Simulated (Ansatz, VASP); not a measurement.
Two plane-wave programs on InSb

```xyz
2
Lattice="0.0000 3.2467 3.2467 3.2467 0.0000 3.2467 3.2467 3.2467 0.0000" Properties=species:S:1:pos:R:3 pbc="T T T"
In    0.0000    0.0000    0.0000
Sb    1.6234    1.6234    1.6234
```

Change from the starting cell: hydrostatic strain -1.0%.

Alike in both runs: task single point; functional r2SCAN; k mesh 6 × 6 × 6; occupations fermi-dirac, width 0.02 eV; non-collinear spin, spin-orbit coupling.

```csv
,VASP,Ansatz
version,VASP 6.6.1,Ansatz 0.2.0
potentials or method,"VASP PAW PBE potentials, release 64 (In_d, Sb)","plane waves, PAW"
plane-wave cutoff (eV),520,500
valence electrons in the cell,18,28
```

|  | VASP | Ansatz | Ansatz less VASP |
| --- | --- | --- | --- |
| pressure (GPa) | 1.4 | 1.4 | -0.04 |

VASP's potentials were made for PBE, not for r2SCAN. VASP's potentials hold 18 valence electrons a cell and Ansatz's 28, so a difference there can come from the potentials and not from the codes.
